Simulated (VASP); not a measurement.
BaF2: single point with PBE

The system is BaF2.

```
Ba F
1.0
     0.00000    3.22381    3.22381
     3.22381    0.00000    3.22381
     3.22381    3.22381    0.00000
Ba F
1 2
Direct
  0.00000 0.00000 0.00000
  0.25000 0.25000 0.25000
  0.75000 0.75000 0.75000
```

```yaml
Program: VASP 6.6.1
Task: single point
Functional: PBE
Potentials_or_basis: VASP PAW PBE potentials, release 64 (Ba_sv, F)
Cutoff: 600 eV
k_mesh: 6 × 6 × 6
Occupations: gaussian, width 0.02 eV
Spin: no spin polarisation
Dipole_correction: no
Further_INCAR_settings: ALGO = Normal; EDIFF = 1e-06; NBANDS = 19
```

* Pressure: -3.6 GPa
* Band gap on the k mesh: 6.25 eV (least direct gap 6.29 eV)

Levels at points of the mesh, in eV from the valence-band top:
| k point | band 9 | band 10 | band 11 | band 12 | band 13 | band 14 | band 15 | band 16 |
| --- | --- | --- | --- | --- | --- | --- | --- | --- |
| (0.00, 0.00, 0.00) | -1.18 | -0.03 | -0.03 | -0.03 | 6.25 | 8.72 | 8.72 | 10.47 |
| (0.50, 0.00, 0.00) | -0.54 | -0.33 | -0.17 | -0.17 | 8.41 | 8.68 | 8.68 | 9.30 |
| (0.50, 0.50, 0.00) | -0.37 | -0.23 | -0.23 | -0.04 | 7.00 | 8.41 | 9.94 | 11.01 |

It took 39 s on 1 thread of AMD EPYC 7R13 (shared host), peak memory 0.18 GiB.

Caveat: the cell stands under tension; spin-orbit coupling is left out, which moves the levels of the heavy elements. A k mesh can miss the band edges.
